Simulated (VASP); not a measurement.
A run of VASP 6.6.1 is set up as follows.

Contents of INCAR:

```
PREC = Accurate
ENCUT = 1340
EDIFF = 1E-6
ISMEAR = -1
SIGMA = 0.05
LREAL = F
LASPH = T
NELM = 120
ALGO = Normal
ISIF = 2
LWAVE = F
LCHARG = F
GGA = PS
NBANDS = 28
GGA_COMPAT = F
```

File KPOINTS:

```
Automatic mesh
0
Gamma
  7 7 7
```

The input POSCAR:

```
BaTiO3
1.0
    3.9498936648      0.0000000000      0.0000000000
    0.0000000000      2.8282992999      2.8387661349
    0.0000000000     -2.8282992999      2.8387661349
Ba Ti O
1 1 3
Direct
    0.0000000000      0.0070780013      0.0070780013
    0.5000000000      0.5198397661      0.5198397661
    0.5000000000      0.9848113102      0.4937263783
    0.5000000000      0.4937263783      0.9848113102
    0.0000000000      0.4914245441      0.4914245441
```

Potentials or basis: VASP PAW PBE potentials, release 64 (Ba_sv, Ti_sv, O_h).

Command:

```sh
$ cat potpaw_PBE.64/Ba_sv/POTCAR potpaw_PBE.64/Ti_sv/POTCAR potpaw_PBE.64/O_h/POTCAR > POTCAR
$ mpirun -np 1 vasp_std > vasp.out
```

Task: What does it give for the largest force?

Result: 0.042 eV/Å.

Task: What does it give for the band gap on the k mesh?

Result: 2.18 eV (least direct gap 2.44 eV).

Task: What does it give for the pressure?

Result: 1.7 GPa.

Forces in eV/Å, atoms in the order of the input:
```
Ba   0.000  0.000 -0.042
Ti   0.000  0.000 -0.022
O    0.000  0.004  0.023
O    0.000 -0.004  0.023
O    0.000  0.000  0.018
```

Caveat: the PAW data sets were made with another functional, which shifts forces and pressure a little; spin-orbit coupling is left out, which moves the levels of the heavy elements. PBEsol gaps usually lie below the measured ones, often by a third to a half.
